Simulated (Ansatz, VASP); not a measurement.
**One calculation of TeW, two programs**

INCAR

```
SYSTEM = TeW
  ALGO = Normal
  EDIFF = 1E-6
  ENCUT = 520
  GGA = PE
  ISIF = 2
  ISMEAR = 0
  ISPIN = 2
  LASPH = .TRUE.
  LCHARG = .FALSE.
  LMAXMIX = 4
  LORBIT = 11
  LREAL = .FALSE.
  LWAVE = .FALSE.
  MAGMOM = 0.5 0
  NBANDS = 21
  NELM = 150
  PREC = Accurate
  SIGMA = 0.1
```

Contents of KPOINTS:

```
k-points
0
G
  14 14 14
  0 0 0
```

Contents of POSCAR:

```
TeW
1.0
    0.0000000000      2.8320154625      2.8320154625
    2.8320154625      0.0000000000      2.8320154625
    2.8320154625      2.8320154625      0.0000000000
W Te
1 1
Direct
    0.0000000000      0.0000000000      0.0000000000
    0.5000000000      0.5000000000      0.5000000000
```

Input for Ansatz:

```yaml
crystal:
  lattice:
    - [0.0, 2.832015461, 2.832015461]
    - [2.832015461, 0.0, 2.832015461]
    - [2.832015461, 2.832015461, 0.0]
  atoms:
    - { symbol: W, position: [0.0, 0.0, 0.0], spin: 0.5 }
    - { symbol: Te, position: [0.5, 0.5, 0.5] }
basis:
  ecutwfc: 420
kpoints:
  mp_grid: { grid: [14, 14, 14] }
hamiltonian:
  xc: pbe
scf:
  occupations: { method: gaussian, width: 0.1 }
  lower_state_search: "off"
output:
  forces: true
  stress: true
  eigenvalues: true
  populations: true
magnetization:
  spin_polarized: true
```

Alike in both runs: task single point; functional PBE; k mesh 14 × 14 × 14; occupations gaussian, width 0.1 eV; collinear spin.

```csv
,VASP,Ansatz
version,VASP 6.6.1,Ansatz 0.2.0
potentials or method,"VASP PAW PBE potentials, release 64 (W_sv, Te), cutoff 520 eV","scalar-relativistic, plane waves, PAW"
valence electrons in the cell,20,30
```

VASP gave:

| Quantity | Value |
| --- | --- |
| gap on the k mesh at the Fermi level (eV) | none |
| pressure (GPa) | 0.0 |
| net moment per atom (μB) | 1.12 |
| size of the moment on the site where the two differ most (μB) | 1.80 |

Problem. Estimate Ansatz's values.

Solution. gap on the k mesh at the Fermi level (eV): none; pressure (GPa): 0.0; net moment per atom (μB): 1.13; size of the moment on the site where the two differ most (μB): 1.70.

Site moments also hang on the region over which each program counts them. A gap of «none» marks a metal or a gap that the smearing closes. VASP's potentials hold 20 valence electrons a cell and Ansatz's 30, so a difference there can come from the potentials and not from the codes.

Neither program's run includes spin-orbit coupling.
